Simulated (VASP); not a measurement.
Set up this calculation in VASP 6.6.1, as the native input.

```yaml
Task: single point
Functional: PBE-based global hybrid with 20 % exact exchange
Potentials_or_basis: VASP PAW PBE potentials, release 64 (In_d, As_d)
Cutoff: 400 eV
k_mesh: 4 × 4 × 4
Occupations: fermi-dirac, width 0.02 eV
Spin: no spin polarisation
Dipole_correction: no
Grid_for_exact_exchange_PRECFOCK: Normal
Share_of_exact_exchange: 0.2
Further_INCAR_settings: ALGO = Normal; EDIFF = 1e-06; NBANDS = 21
```

InAs:

```xyz
2
Lattice="0.0000 3.0546 3.0546 3.0546 0.0000 3.0546 3.0546 3.0546 0.0000" Properties=species:S:1:pos:R:3 pbc="T T T"
In    0.0000    0.0000    0.0000
As    1.5273    1.5273    1.5273
```

The input as run:

POSCAR

```
InAs
1.0
    0.0000000000      3.0545915924      3.0545915924
    3.0545915924      0.0000000000      3.0545915924
    3.0545915924      3.0545915924      0.0000000000
In As
1 1
Direct
    0.0000000000      0.0000000000      0.0000000000
    0.2500000000      0.2500000000      0.2500000000
```

INCAR.step1

```
SYSTEM = InAs
ALGO = Normal
EDIFF = 1E-5
ENCUT = 400
GGA = PE
GGA_COMPAT = .False.
ISIF = 2
ISMEAR = -1
LASPH = .True.
LCHARG = .False.
LREAL = .False.
LWAVE = .True.
NBANDS = 21
NELM = 120
PREC = Accurate
SIGMA = 0.02
```

INCAR.step2

```
SYSTEM = InAs
AEXX = 0.2
ALGO = Normal
EDIFF = 1E-6
ENCUT = 400
GGA = PE
GGA_COMPAT = .False.
ISIF = 2
ISMEAR = -1
ISTART = 1
LASPH = .True.
LCHARG = .False.
LHFCALC = .True.
LREAL = .False.
LWAVE = .False.
NBANDS = 21
NELM = 120
PREC = Accurate
PRECFOCK = Normal
SIGMA = 0.02
```

KPOINTS

```
k-points
0
Gamma
  4 4 4
  0 0 0
```

Potentials or basis: VASP PAW PBE potentials, release 64 (In_d, As_d).

The run is started by

```bash
$ cat potpaw_PBE.64/In_d/POTCAR potpaw_PBE.64/As_d/POTCAR > POTCAR
$ cp INCAR.step1 INCAR
$ mpirun -np 1 vasp_std > vasp.out
$ cp INCAR.step2 INCAR
$ mpirun -np 1 vasp_std > vasp.out
```

Results of the run:

The pressure is 0.3 GPa and the band gap on the k mesh is 0.77 eV.

Caveat: the k points lie up to 0.45 Å⁻¹ apart; the PAW data sets were made with another functional, which shifts forces and pressure a little; spin-orbit coupling is left out, which moves the levels of the heavy elements.

Run time: 15 min on 1 thread of Intel(R) Xeon(R) Platinum 8259CL CPU @ 2.50GHz (Skylake/Cascade Lake), on a shared host, peak memory 0.16 GiB.
